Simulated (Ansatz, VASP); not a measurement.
## Ga2O3 in VASP and in Ansatz

```
CELL_PARAMETERS angstrom
5.05795 2.92021 9.08262
-5.05795 2.92021 9.08262
0.00000 -5.84042 9.08262
ATOMIC_POSITIONS crystal
Ga 0.42784 0.42784 0.42784
Ga 0.32216 0.32216 0.32216
Ga 0.07216 0.07216 0.07216
Ga 0.17784 0.17784 0.17784
Ga 0.42784 0.42784 0.92784
Ga 0.32216 0.32216 0.82216
Ga 0.07216 0.07216 0.57216
Ga 0.17784 0.17784 0.67784
Ga 0.42784 0.92784 0.42784
Ga 0.32216 0.82216 0.32216
Ga 0.07216 0.57216 0.07216
Ga 0.17784 0.67784 0.17784
Ga 0.42784 0.92784 0.92784
Ga 0.32216 0.82216 0.82216
Ga 0.07216 0.57216 0.57216
Ga 0.17784 0.67784 0.67784
Ga 0.92784 0.42784 0.42784
Ga 0.82216 0.32216 0.32216
Ga 0.57216 0.07216 0.07216
Ga 0.67784 0.17784 0.17784
Ga 0.92784 0.42784 0.92784
Ga 0.82216 0.32216 0.82216
Ga 0.57216 0.07216 0.57216
Ga 0.67784 0.17784 0.67784
Ga 0.92784 0.92784 0.42784
Ga 0.82216 0.82216 0.32216
Ga 0.57216 0.57216 0.07216
Ga 0.67784 0.67784 0.17784
Ga 0.92784 0.92784 0.92784
Ga 0.82216 0.82216 0.82216
Ga 0.57216 0.57216 0.57216
Ga 0.67784 0.67784 0.67784
O 0.37500 0.22316 0.02684
O 0.22316 0.02684 0.37500
O 0.02684 0.37500 0.22316
O 0.12500 0.27684 0.47316
O 0.47316 0.12500 0.27684
O 0.27684 0.47316 0.12500
O 0.37500 0.22316 0.52684
O 0.22316 0.02684 0.87500
O 0.02684 0.37500 0.72316
O 0.12500 0.27684 0.97316
O 0.47316 0.12500 0.77684
O 0.27684 0.47316 0.62500
O 0.37500 0.72316 0.02684
O 0.22316 0.52684 0.37500
O 0.02684 0.87500 0.22316
O 0.12500 0.77684 0.47316
O 0.47316 0.62500 0.27684
O 0.27684 0.97316 0.12500
O 0.37500 0.72316 0.52684
O 0.22316 0.52684 0.87500
O 0.02684 0.87500 0.72316
O 0.12500 0.77684 0.97316
O 0.47316 0.62500 0.77684
O 0.27684 0.97316 0.62500
O 0.87500 0.22316 0.02684
O 0.72316 0.02684 0.37500
O 0.52684 0.37500 0.22316
O 0.62500 0.27684 0.47316
O 0.97316 0.12500 0.27684
O 0.77684 0.47316 0.12500
O 0.87500 0.22316 0.52684
O 0.72316 0.02684 0.87500
O 0.52684 0.37500 0.72316
O 0.62500 0.27684 0.97316
O 0.97316 0.12500 0.77684
O 0.77684 0.47316 0.62500
O 0.87500 0.72316 0.02684
O 0.72316 0.52684 0.37500
O 0.52684 0.87500 0.22316
O 0.62500 0.77684 0.47316
O 0.97316 0.62500 0.27684
O 0.77684 0.97316 0.12500
O 0.87500 0.72316 0.52684
O 0.72316 0.52684 0.87500
O 0.52684 0.87500 0.72316
O 0.62500 0.77684 0.97316
O 0.97316 0.62500 0.77684
O 0.77684 0.97316 0.62500
```

Alike in both runs: task single point; functional PBE; k mesh 1 × 1 × 1; occupations fermi-dirac, width 0.01 eV; no spin polarisation.

|  | VASP | Ansatz |
| --- | --- | --- |
| version | VASP 6.6.1 | Ansatz 0.2.0 |
| potentials or method | VASP PAW PBE potentials, release 64 (Ga_d, O), cutoff 520 eV | plane-wave PAW DFT |
| valence electrons in the cell | 704 | 704 |

|  | VASP | Ansatz | Ansatz less VASP |
| --- | --- | --- | --- |
| gap on the k mesh at the Fermi level (eV) | 2.53 | 2.54 | +0.014 |
| rms of the force components (eV/Å) | 0.011 | 0.007 | -0.0035 |

The k mesh is coarse, so the values compare programs but aren't converged.
